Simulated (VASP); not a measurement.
# HgF3 (Fm-3m) in VASP: further runs, part 2 of 2

VASP 6.6.1. Earlier steps stand in the parts before.

**4. Single point, PBEsol**

This run uses another cell than the first one, of 10.27 Å³/atom.

INCAR

```
ALGO = Normal
EDIFF = 1E-6
ENCUT = 600
GGA = PS
GGA_COMPAT = False
ISIF = 2
ISMEAR = -1
LASPH = True
LCHARG = False
LREAL = False
LWAVE = False
NBANDS = 24
NELM = 120
PREC = Accurate
SIGMA = 0.05
```

KPOINTS

```
k-points
0
Gamma
  8 8 8
```

POSCAR

```
HgF3
1.0
    0.0000000000      2.7387083446      2.7387083446
    2.7387083446      0.0000000000      2.7387083446
    2.7387083446      2.7387083446      0.0000000000
Hg F
1 3
Direct
    0.0000000000      0.0000000000      0.0000000000
    0.5000000000      0.5000000000      0.5000000000
    0.2500000000      0.2500000000      0.2500000000
    0.7500000000      0.7500000000      0.7500000000
```

Potentials or basis: VASP PAW PBE potentials, release 64 (Hg, F).

Command:

```
$ cat potpaw_PBE.64/Hg/POTCAR potpaw_PBE.64/F/POTCAR > POTCAR
$ mpirun -np 1 vasp_std > vasp.out
```

OUTCAR:

```text
EDIFF = 1E-6
   ENCUT = 600
   GGA = PS
   ISIF = 2
   ISMEAR = -1
   LASPH = True
   LREAL = False
   NELM = 120
   PREC = Accurate

 ion  position               nearest neighbor table
   1  0.000  0.000  0.000-   4 2.37   4 2.37   4 2.37   3 2.37   4 2.37   3 2.37   3 2.37   3 2.37
                             2 2.74   2 2.74   2 2.74   2 2.74   2 2.74   2 2.74
   2  0.500  0.500  0.500-   1 2.74   1 2.74   1 2.74   1 2.74   1 2.74   1 2.74
   3  0.250  0.250  0.250-   1 2.37   1 2.37   1 2.37   1 2.37
   4  0.750  0.750  0.750-   1 2.37   1 2.37   1 2.37   1 2.37

  LATTYP: Found a face centered cubic cell.
 ALAT       =     5.4774166892

  Lattice vectors:

 A1 = (   0.0000000000,   2.7387083446,   2.7387083446)
 A2 = (   2.7387083446,   0.0000000000,   2.7387083446)
 A3 = (   2.7387083446,   2.7387083446,   0.0000000000)

Analysis of symmetry for initial positions (statically):
=====================================================================
 Subroutine PRICEL returns:
 Original cell was already a primitive cell.

 Routine SETGRP: Setting up the symmetry group for a
 face centered cubic supercell.

 Subroutine GETGRP returns: Found 48 space group operations
 (whereof 48 operations were pure point group operations)
 out of a pool of 48 trial point group operations.

The static configuration has the point symmetry O_h .

Analysis of symmetry for dynamics (positions and initial velocities):
=====================================================================
 Subroutine PRICEL returns:
 Original cell was already a primitive cell.

 Routine SETGRP: Setting up the symmetry group for a
 face centered cubic supercell.

 Subroutine GETGRP returns: Found 48 space group operations
 (whereof 48 operations were pure point group operations)
 out of a pool of 48 trial point group operations.

The dynamic configuration has the point symmetry O_h .

[... 118 lines left out ...]
   EFERMI_NEDOS =   21; number of points for ismear=-14 and -15
   IALGO  =     38    algorithm
   IMIX   =      4    mixing-type and parameters
     AMIX     =   0.40;   BMIX     =  1.00
     AMIX_MAG =   1.60;   BMIX_MAG =  1.00
  volume/ion in A,a.u.               =      10.27        69.31
  Fermi-wavevector in a.u.,A,eV,Ry     =   1.521798  2.875781 31.509315  2.315869
  Thomas-Fermi vector in A             =   2.630464
   LORBIT       =      0    0 simple, 1 ext, 2 COOP (PROOUT), +10 PAW based schemes
   GGA     = PS    functional components
   LHFCALC =     F    Hartree Fock is set to
   AEXX    =    0.0000 exact exchange contribution
   IVDW    =     0    specifies the selected vdW correction
   LEPSILON=     F    determine dielectric tensor
   LRPA    =     F    only Hartree local field effects (RPA)
 non-spin polarized calculation
  energy-cutoff  :      600.00
  volume of cell :       41.08
 maximum number of plane-waves:      1387
   NGX = 15   NGY = 15   NGZ = 15

 number of electron      32.9999989 magnetization

 Free energy of the ion-electron system (eV)
  ---------------------------------------------------
  ext. energy  EPLUGINS =         0.00000000
  ---------------------------------------------------
  free energy    TOTEN  =        -9.48802416 eV

  energy without entropy =       -9.43342212  energy(sigma->0) =       -9.46072314

 E-fermi :   0.5322     XC(G=0): -12.2031

 val. band max:        0.5203577436   @ k =  -0.3750   0.2500   0.1250
 cond. band min:       0.5327182112   @ k =  -0.3750   0.1250   0.0000
 fundamental gap:      0.0123604676
 Fermi energy:         0.5321693596

 k-point     1 :       0.0000    0.0000    0.0000
  band No.  band energies     occupation
      1     -21.6100      2.00000
      2     -20.1025      2.00000
      3     -18.7957      2.00000
      4      -5.3313      2.00000
      5      -5.3313      2.00000
      6      -5.3313      2.00000
[... 637 lines left out ...]
     23      20.6083      0.00000
     24      21.3938      0.00000

 [... further k-points ...]

------------------------ aborting loop because EDIFF is reached ----------------------------------------

  FORCE on cell =-STRESS in cart. coord.  units (eV):
  Direction    XX          YY          ZZ          XY          YZ          ZX
  --------------------------------------------------------------------------------------
  -------------------------------------------------------------------------------------
  Total        2.7591800      2.7591800      2.7591800      0.0000000      0.0000000     -0.0000000
  in kB      107.6027245    107.6027245    107.6027245      0.0000000      0.0000000     -0.0000000
  external PRESSURE =     107.6027245 kB  Pullay stress =       0.0000000 kB

 VOLUME and BASIS-vectors are now :
 -----------------------------------------------------------------------------
  energy-cutoff  :      600.00
  volume of cell :       41.08
      direct lattice vectors                 reciprocal lattice vectors
     0.000000000  2.738708345  2.738708345    -0.182567816  0.182567816  0.182567816
     2.738708345  0.000000000  2.738708345     0.182567816 -0.182567816  0.182567816
     2.738708345  2.738708345  0.000000000     0.182567816  0.182567816 -0.182567816

 POSITION                                       TOTAL-FORCE (eV/Angst)
 -----------------------------------------------------------------------------------
      0.00000      0.00000      0.00000         0.000000     -0.000000     -0.000000
      2.73871      2.73871      2.73871         0.000000     -0.000000     -0.000000
      1.36935      1.36935      1.36935         0.000000     -0.000000     -0.000000
      4.10806      4.10806      4.10806        -0.000000      0.000000      0.000000
 -----------------------------------------------------------------------------------
    total drift:                                0.000000     -0.000000      0.000000

  FREE ENERGIE OF THE ION-ELECTRON SYSTEM (eV)
  ---------------------------------------------------
  free  energy   TOTEN  =        -9.4880241558 eV

  energy  without entropy=       -9.4334221236  energy(sigma->0) =       -9.46072314
```

Wall time 39 s (1 thread of Intel Xeon Platinum 8259CL at 2.50GHz (Skylake/Cascade Lake), shared host); peak memory 0.19 GiB.

What came out:

```yaml
Free_energy: -9.4880 eV
Pressure: 10.8 GPa
Band_gap_on_the_k_mesh: zero (an odd number of electrons rules out a gap without spin polarisation)
```

Caveat: the cell stands under pressure; the PAW data sets were made with another functional, which shifts forces and pressure a little; spin-orbit coupling is left out, which moves the levels of the heavy elements; an odd number of electrons without spin polarisation forces a metal; a magnetic or distorted state may lie lower.

**5. The runs side by side**

```tsv
cell	gap on the mesh (eV)	pressure (GPa)
a = 3.746 Å, angles 60.0°, 4 atoms	none	31.5
a = 3.802 Å, angles 60.0°, 4 atoms	none	21.1
a = 3.873 Å, angles 60.0°, 4 atoms	none	10.8
```

Alike in all rows: task single point; level PBEsol; potentials or basis VASP PAW PBE potentials, release 64 (Hg, F); no spin polarisation; k mesh 8 × 8 × 8; cutoff (eV) 600; smearing fermi-dirac 0.05 eV.

Caveats: the cell stands under pressure; the PAW data sets were made with another functional, which shifts forces and pressure a little; spin-orbit coupling is left out, which moves the levels of the heavy elements; an odd number of electrons without spin polarisation forces a metal; a magnetic or distorted state may lie lower.

Total energies depend on the potentials used, so only differences within one code and one set of settings carry meaning.
